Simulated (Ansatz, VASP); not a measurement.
## Rb3Al in VASP and in Ansatz

```
Rb Al
1.0
     6.02662    0.00000    0.00000
     0.00000    6.02662    0.00000
     0.00000    0.00000    6.02662
Rb Al
3 1
Direct
  0.00000 0.50000 0.50000
  0.50000 0.00000 0.50000
  0.50000 0.50000 0.00000
  0.00000 0.00000 0.00000
```

Alike in both runs: functional PBE; k mesh 4 × 4 × 4; occupations gaussian, width 0.1 eV; no spin polarisation.

Ansatz relaxed the structure, and its values are those at the end. VASP's run is a single point on that final structure, the one shown.

|  | VASP | Ansatz |
| --- | --- | --- |
| version | VASP 6.6.1 | Ansatz 0.2.0 |
| potentials or method | VASP PAW PBE potentials, release 64 (Rb_sv, Al), cutoff 520 eV | scalar-relativistic, plane waves, PAW |
| valence electrons in the cell | 30 | 30 |

|  | VASP | Ansatz | Ansatz less VASP |
| --- | --- | --- | --- |
| gap on the k mesh at the Fermi level (eV) | none | none | - |
| pressure (GPa) | 0.2 | 0.2 | 0.00 |

A gap of «none» marks a metal or a gap that the smearing closes. The functional is the same, so the differences come from potentials, cutoffs and numerics.
